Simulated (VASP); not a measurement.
A run of VASP 6.6.1 is set up as follows.

Contents of INCAR:

```
SYSTEM = BaTiO3
  PREC = Accurate
  ENCUT = 520
  EDIFF = 1E-8
  ISMEAR = -1
  SIGMA = 0.08
  LREAL = .FALSE.
  LASPH = .TRUE.
  NELM = 100
  ALGO = Normal
  ISIF = 2
  LWAVE = .FALSE.
  LCHARG = .FALSE.
  GGA = PS
  LEFG = .TRUE.
  NBANDS = 28
```

The input KPOINTS:

```
Automatic mesh
0
G
  7 7 7
  0 0 0
```

Contents of POSCAR:

```
BaTiO3
1.0
    3.9998000000      0.0000000000      0.0000000000
    0.0000000000      3.9998000000      0.0000000000
    0.0000000000      0.0000000000      4.0983600000
Ba Ti O
1 1 3
Direct
    0.0000000000      0.0000000000      0.0000000000
    0.5000000000      0.5000000000      0.4820000000
    0.5000000000      0.5000000000      0.0160000000
    0.5000000000      0.0000000000      0.5150000000
    0.0000000000      0.5000000000      0.5150000000
```

Potentials or basis: VASP PAW PBE potentials, release 64 (Ba_sv, Ti_sv, O).

Command:

```bash
$ cat potpaw_PBE.64/Ba_sv/POTCAR potpaw_PBE.64/Ti_sv/POTCAR potpaw_PBE.64/O/POTCAR > POTCAR
$ mpirun -np 1 vasp_std > vasp.out
```

**Question.** Estimate the pressure.

**Answer.** -5.0 GPa.

**Question.** What does it give for the largest force?

**Answer.** 0.679 eV/Å.

**Question.** Predict the band gap on the k mesh.

**Answer.** 1.79 eV, indirect (least direct gap 2.06 eV).

Forces on the atoms (eV/Å):
```
Ba   0.000  0.000 -0.112
Ti   0.000  0.000 -0.227
O    0.000  0.000  0.679
O    0.000  0.000 -0.170
O    0.000  0.000 -0.170
```

Caveat: the cell differs from its parent crystal (zz strain of +2 %); without QUAD_EFG the Cq values of the log hold for a quadrupole moment of 1 mb, not for the nuclei; the PAW data sets were made with another functional, which shifts forces and pressure a little; spin-orbit coupling is left out, which moves the levels of the heavy elements. A k mesh can miss the band edges.
